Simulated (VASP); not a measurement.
# ZnO (zincite): single point with PBE

**The experiment to reproduce.**

“Electronic structure of alkaline earth and post-transition metal oxides”, 2009, arxiv:0908.1581 quotes, for a bulk crystal of ZnO: band gap 3.37 eV.

The system is ZnO (zincite).

```
CELL_PARAMETERS angstrom
3.27949 0.00000 0.00000
-1.63974 2.84012 0.00000
0.00000 0.00000 5.29327
ATOMIC_POSITIONS crystal
Zn 0.33333 0.66667 0.49997
Zn 0.66667 0.33333 0.99997
O 0.66667 0.33333 0.37904
O 0.33333 0.66667 0.87904
```

```yaml
Program: VASP 6.6.1
Task: single point
Functional: PBE
Potentials_or_basis: VASP PAW PBE potentials, release 64 (Zn, O)
Cutoff: 520 eV
k_mesh: 9 × 9 × 6
Occupations: gaussian, width 0.01 eV
Spin: no spin polarisation
```

* Pressure: 0.9 GPa
* Band gap on the k mesh: 0.73 eV, direct

Levels at points of the mesh, in eV from the valence-band top:
```tsv
k point	band 15	band 16	band 17	band 18	band 19	band 20	band 21	band 22
(0.00, 0.00, 0.00)	-0.75	-0.08	0.00	0.00	0.73	5.09	8.07	12.73
(0.00, 0.00, 0.50)	-0.37	-0.37	-0.37	-0.37	3.36	3.36	9.91	9.91
```

Wall time 21 s on 1 thread of Intel(R) Xeon(R) 6975P-C (Granite Rapids) (shared host), peak memory 0.18 GiB.

Measured gap of ZnO: 3.37 eV (quoted in “Electronic structure of alkaline earth and post-transition metal oxides”, 2009, arxiv:0908.1581). This calculation gives 0.73 eV (-2.64 eV). So large a miss can be the level of theory's own, or it may mean another phase, state or a wrong row. The value is that of PBE, without temperature or zero-point motion. Semilocal functionals fall short of measured gaps as a rule.
